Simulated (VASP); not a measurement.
Runs of VASP 6.6.1 on Rb. The structure is that of space group I4/mmm (No. 139), or close to it. The cells are those of the table. 

| cell | gap on the mesh (eV) | pressure (GPa) |
| --- | --- | --- |
| a = 5.344, b = 5.344, c = 5.534 Å, angles 58.8, 58.8, 62.4°, 1 atom | none | -0.5 |
| a = 5.212, b = 5.212, c = 5.276 Å, angles 59.6, 59.6, 60.8°, 1 atom | none | -0.3 |
| a = 5.021, b = 5.021, c = 4.890 Å, angles 60.9, 60.9, 58.3°, 1 atom | none | 0.0 |
| a = 4.897, b = 4.897, c = 4.633 Å, angles 61.8, 61.8, 56.5°, 1 atom | none | (a) |

Alike in all rows: task single point; level PBEsol; potentials or basis VASP PAW PBE potentials, release 64 (Rb_sv); no spin polarisation; k mesh 12 × 12 × 12; cutoff (eV) 520; smearing gaussian 0.15 eV.

Task: Fill in the values left out.

Result: (a) 0.4.

Caveats: the PAW data sets were made with another functional, which shifts forces and pressure a little.

A k mesh can miss the band edges, and the runs leave out spin-orbit coupling on Rb.

A gap of «none» marks levels without a gap at the run's occupations.
